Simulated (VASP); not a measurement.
# WS2 (R3m) in VASP: a series of runs, part 2 of 2

VASP 6.6.1.

## Step 4: Single point, PBEsol (strain +0.015 along x and y, -0.015 along z)

INCAR reads:

```
PREC     = Accurate       # precision mode
ENCUT    = 520            # plane-wave cutoff, eV
EDIFF    = 1E-6           # SCF threshold, eV
ISMEAR   = 0              # smearing method
SIGMA    = 0.05           # smearing width, eV
LREAL    = False          # projectors in reciprocal space
LASPH    = True           # aspherical terms in the spheres
NELM     = 80             # most SCF steps
ALGO     = Normal         # electronic algorithm
ISIF     = 2              # what is computed and relaxed
LWAVE    = False          # write WAVECAR
LCHARG   = False          # write CHGCAR
GGA      = PS             # functional
NBANDS   = 20             # bands
```

KPOINTS reads:

```
Automatic mesh
0
Gamma
  12 12 12
```

POSCAR reads:

```
WS2
1.0
    1.5974104533      0.9222653552      6.2749077711
   -1.5974104533      0.9222653552      6.2749077711
    0.0000000000     -1.8445307105      6.2749077711
W S
1 2
Direct
    0.9993284863      0.9993284863      0.9993284863
    0.7479630314      0.7479630314      0.7479630314
    0.5840084823      0.5840084823      0.5840084823
```

Potentials or basis: VASP PAW PBE potentials, release 64 (W_sv, S).

On the command line:

```bash
$ cat potpaw_PBE.64/W_sv/POTCAR potpaw_PBE.64/S/POTCAR > POTCAR
$ mpirun -np 1 vasp_std > vasp.out
```

OUTCAR:

```text
PREC = Accurate
   ENCUT = 520
   EDIFF = 1E-6
   ISMEAR = 0
   LREAL = False
   LASPH = True
   NELM = 80
   ISIF = 2
   GGA = PS

 ion  position               nearest neighbor table
   1  0.999  0.999  0.999-   2 2.40   2 2.40   2 2.40   3 2.41   3 2.41   3 2.41
   2  0.748  0.748  0.748-   1 2.40   1 2.40   1 2.40
   3  0.584  0.584  0.584-   1 2.41   1 2.41   1 2.41

  LATTYP: Found a trigonal (rhomboedric) cell.
 ALAT       =     6.5403945659
 COS(alpha) =     0.8806959624

  Lattice vectors:

 A1 = (   1.5974104533,   0.9222653552,   6.2749077711)
 A2 = (  -1.5974104533,   0.9222653552,   6.2749077711)
 A3 = (   0.0000000000,  -1.8445307105,   6.2749077711)

Analysis of symmetry for initial positions (statically):
=====================================================================
 Subroutine PRICEL returns:
 Original cell was already a primitive cell.

 Routine SETGRP: Setting up the symmetry group for a
 trigonal (rhombohedral) supercell.

 Subroutine GETGRP returns: Found  6 space group operations
 (whereof  6 operations were pure point group operations)
 out of a pool of 12 trial point group operations.

The static configuration has the point symmetry C_3v.

Analysis of symmetry for dynamics (positions and initial velocities):
=====================================================================
 Subroutine PRICEL returns:
 Original cell was already a primitive cell.

 Routine SETGRP: Setting up the symmetry group for a
 trigonal (rhombohedral) supercell.

 Subroutine GETGRP returns: Found  6 space group operations
 (whereof  6 operations were pure point group operations)
 out of a pool of 12 trial point group operations.

The dynamic configuration has the point symmetry C_3v.

 Subroutine INISYM returns: Found  6 space group operations
 (whereof  6 operations are pure point group operations),
 and found     1 'primitive' translations

[... 115 lines left out ...]
     AMIX     =   0.40;   BMIX     =  1.00
     AMIX_MAG =   1.60;   BMIX_MAG =  1.00
  volume/ion in A,a.u.               =      18.49       124.77
  Fermi-wavevector in a.u.,A,eV,Ry     =   1.271713  2.403188 22.004059  1.617253
  Thomas-Fermi vector in A             =   2.404631
   LORBIT       =      0    0 simple, 1 ext, 2 COOP (PROOUT), +10 PAW based schemes
   GGA     = PS    functional components
   LHFCALC =     F    Hartree Fock is set to
   AEXX    =    0.0000 exact exchange contribution
   IVDW    =     0    specifies the selected vdW correction
   LEPSILON=     F    determine dielectric tensor
   LRPA    =     F    only Hartree local field effects (RPA)
 non-spin polarized calculation
 Gauss-broadening in eV      SIGMA  =   0.05
  energy-cutoff  :      520.00
  volume of cell :       55.47
 maximum number of plane-waves:      1510
 NGX is ok and might be reduce to    50
   NGX = 25   NGY = 25   NGZ = 25

 number of electron      26.0000000 magnetization

 Free energy of the ion-electron system (eV)
  ---------------------------------------------------
  ext. energy  EPLUGINS =         0.00000000
  ---------------------------------------------------
  free energy    TOTEN  =       -25.25155719 eV

  energy without entropy =      -25.25155719  energy(sigma->0) =      -25.25155719

 E-fermi :   7.3923     XC(G=0): -10.8460

 val. band max:        6.9392113993   @ k =   0.5000   0.5000   0.5000
 cond. band min:       7.9107694718   @ k =  -0.1667   0.5000   0.1667
 fundamental gap:      0.9715580725
 Fermi energy:         7.3922589510

 k-point     1 :       0.0000    0.0000    0.0000
  band No.  band energies     occupation
      1     -67.7282      2.00000
      2     -31.9726      2.00000
      3     -31.8344      2.00000
      4     -31.8344      2.00000
      5      -8.6438      2.00000
      6      -6.6663      2.00000
[... 541 lines left out ...]
     19      14.9525      0.00000
     20      15.2019      0.00000

 [... further k-points ...]

------------------------ aborting loop because EDIFF is reached ----------------------------------------

  FORCE on cell =-STRESS in cart. coord.  units (eV):
  Direction    XX          YY          ZZ          XY          YZ          ZX
  --------------------------------------------------------------------------------------
  -------------------------------------------------------------------------------------
  Total       -1.2603650     -1.2603650      0.4649921      0.0000000     -0.0000000      0.0000000
  in kB      -36.4062474    -36.4062474     13.4315205      0.0000000     -0.0000000      0.0000000
  external PRESSURE =     -19.7936581 kB  Pullay stress =       0.0000000 kB

 VOLUME and BASIS-vectors are now :
 -----------------------------------------------------------------------------
  energy-cutoff  :      520.00
  volume of cell :       55.47
      direct lattice vectors                 reciprocal lattice vectors
     1.597410453  0.922265355  6.274907771     0.313006591  0.180714439  0.053121631
    -1.597410453  0.922265355  6.274907771    -0.313006591  0.180714439  0.053121631
     0.000000000 -1.844530710  6.274907771     0.000000000 -0.361428879  0.053121631

 POSITION                                       TOTAL-FORCE (eV/Angst)
 -----------------------------------------------------------------------------------
      0.00000     -0.00000     18.81208         0.000000      0.000000     -0.000320
      0.00000     -0.00000     14.08020         0.000000     -0.000000      0.149518
      0.00000     -0.00000     10.99380         0.000000      0.000000     -0.149198
 -----------------------------------------------------------------------------------
    total drift:                               -0.000000     -0.000000     -0.000050

  FREE ENERGIE OF THE ION-ELECTRON SYSTEM (eV)
  ---------------------------------------------------
  free  energy   TOTEN  =       -25.2515571945 eV

  energy  without entropy=      -25.2515571945  energy(sigma->0) =      -25.25155719
```

stdout:

```text
POSCAR found type information on POSCAR W S
 POSCAR found :  2 types and       3 ions
 scaLAPACK will be used
 -----------------------------------------------------------------------------
|                                                                             |
|                                                                             |
|     You enforced a specific xc type in the INCAR file but a different       |
|     I HOPE YOU KNOW WHAT YOU ARE DOING!                                     |
|                                                                             |
 -----------------------------------------------------------------------------

 LDA part: xc-table for (Slater+PW92), standard interpolation
 POSCAR, INCAR and KPOINTS ok, starting setup
 FFT: planning ... GRIDC
 FFT: planning ... GRID_SOFT
 FFT: planning ... GRID
 WAVECAR not read
 entering main loop
```

Run time: 5.1 min. Hardware: 1 thread of Intel Xeon 6975P-C (Granite Rapids), shared host; peak memory 0.46 GiB.

Results:

```
Free energy            : -25.2516 eV
Pressure               : -2.0 GPa
Largest force          : 0.150 eV/Å
Band gap on the k mesh : 0.97 eV (least direct gap 1.71 eV)
```

Forces in eV/Å, atoms in the order of the input:
```
W    0.000  0.000  0.000
S    0.000  0.000  0.150
S    0.000  0.000 -0.149
```

Caveat: the cell differs from its parent crystal (strain +0.015 along x and y, -0.015 along z); the PAW data sets were made with another functional, which shifts forces and pressure a little; spin-orbit coupling is left out, which moves the levels of the heavy elements.

## Step 5: Single point, PBEsol (strain +0.000 along x and y, +0.030 along z)

INCAR reads:

```
PREC     = Accurate       # precision mode
ENCUT    = 520            # plane-wave cutoff, eV
EDIFF    = 1E-6           # SCF threshold, eV
ISMEAR   = 0              # smearing method
SIGMA    = 0.05           # smearing width, eV
LREAL    = F              # projectors in reciprocal space
LASPH    = T              # aspherical terms in the spheres
NELM     = 80             # most SCF steps
ALGO     = Normal         # electronic algorithm
ISIF     = 2              # what is computed and relaxed
LWAVE    = F              # write WAVECAR
LCHARG   = F              # write CHGCAR
GGA      = PS             # functional
NBANDS   = 20             # bands
```

KPOINTS is that of step 4.

POSCAR reads:

```
WS2
1.0
    1.5738034023      0.9086358179      6.5615786845
   -1.5738034023      0.9086358179      6.5615786845
    0.0000000000     -1.8172716359      6.5615786845
W S
1 2
Direct
    0.9993284863      0.9993284863      0.9993284863
    0.7479630314      0.7479630314      0.7479630314
    0.5840084823      0.5840084823      0.5840084823
```

On the command line:

```bash
$ cat potpaw_PBE.64/W_sv/POTCAR potpaw_PBE.64/S/POTCAR > POTCAR
$ mpirun -np 1 vasp_std > vasp.out
```

Wall time 6.7 min (1 thread of Intel Xeon 6975P-C (Granite Rapids), shared host); peak memory 0.52 GiB.

It converged, with:

```
Free energy            : -25.2317 eV
Pressure               : -4.7 GPa
Largest force          : 0.869 eV/Å
Band gap on the k mesh : 1.27 eV (least direct gap 2.05 eV)
```

Forces in eV/Å, atoms in the order of the input:
```
W    0.000  0.000  0.000
S    0.000  0.000 -0.869
S    0.000  0.000  0.869
```

Stress tensor (GPa, compression positive):
```
-2.89  0.00  0.00
 0.00 -2.89  0.00
 0.00  0.00 -8.29
```

Levels at points of the mesh, in eV from the valence-band top:
| k point | band 10 | band 11 | band 12 | band 13 | band 14 | band 15 | band 16 | band 17 |
| --- | --- | --- | --- | --- | --- | --- | --- | --- |
| (0.00, 0.00, 0.00) | -1.66 | -1.63 | -1.63 | -1.00 | 2.67 | 2.67 | 2.79 | 2.79 |
| (0.50, 0.00, 0.00) | -3.50 | -2.38 | -1.32 | -1.27 | 2.80 | 2.93 | 3.90 | 4.21 |
| (0.50, 0.50, 0.00) | -3.46 | -2.79 | -1.37 | -1.18 | 2.78 | 3.10 | 3.53 | 4.50 |
| (0.50, 0.50, 0.50) | -2.84 | -1.61 | -1.61 | 0.00 | 2.70 | 2.70 | 2.74 | 2.74 |

Caveat: the cell differs from its parent crystal (strain +0.000 along x and y, +0.030 along z); the cell stands under tension; the PAW data sets were made with another functional, which shifts forces and pressure a little; spin-orbit coupling is left out, which moves the levels of the heavy elements. A k mesh can miss the band edges.

## Step 6: The runs side by side

```tsv
cell	gap on the mesh (eV)	pressure (GPa)	largest force (eV/Å)
a = 6.449 Å, angles 28.7°, 3 atoms	0.75	0.6	0.64
a = 6.717 Å, angles 27.1°, 3 atoms	1.22	-2.4	0.44
a = 6.540 Å, angles 28.3°, 3 atoms	0.97	-2.0	0.15
a = 6.809 Å, angles 26.7°, 3 atoms	1.27	-4.7	0.87
```

Alike in all rows: task single point; level PBEsol; potentials or basis VASP PAW PBE potentials, release 64 (W_sv, S); no spin polarisation; k mesh 12 × 12 × 12; cutoff (eV) 520; smearing gaussian 0.05 eV.

Caveats: the PAW data sets were made with another functional, which shifts forces and pressure a little; spin-orbit coupling is left out, which moves the levels of the heavy elements; the cell stands under tension (at least some runs).

Absolute energies hang on the potentials; compare differences alone.
